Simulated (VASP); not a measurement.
Hf4Si4GeO16 (a cell with a defect), 25 atoms in the cell. The cell holds a defect, 25 atoms: a = 6.572 Å, b = 6.572 Å, c = 5.963 Å, α = 90.00°, β = 90.00°, γ = 90.00°. 

- Program: VASP 6.6.1
- Task: single point
- Functional: PBE
- Potentials or basis: VASP PAW PBE potentials, release 64 (Hf_pv, Si, O, Ge_d)
- Cutoff: 520 eV
- k mesh: 2 × 2 × 2
- Occupations: fermi-dirac, width 0.02 eV
- Spin: no spin polarisation
- Dipole correction: no
- Further INCAR settings: LREAL = Auto; ALGO = Normal; EDIFF = 1e-07; NBANDS = 101

Potentials or basis: VASP PAW PBE potentials, release 64 (Hf_pv, Si, O, Ge_d).

Run with:

```sh
$ cat potpaw_PBE.64/Hf_pv/POTCAR potpaw_PBE.64/Si/POTCAR potpaw_PBE.64/O/POTCAR potpaw_PBE.64/Ge_d/POTCAR > POTCAR
$ mpirun -np 1 vasp_std > vasp.out
```

Hardware: 1 thread of Oxide Virtual Turin-like Processor (shared host).

Question: Estimate the wall time of this run.

Answer: Wall time 10 min on 1 thread of Oxide Virtual Turin-like Processor (shared host), peak memory 0.39 GiB. Counts: scf iterations 17, k points 8.
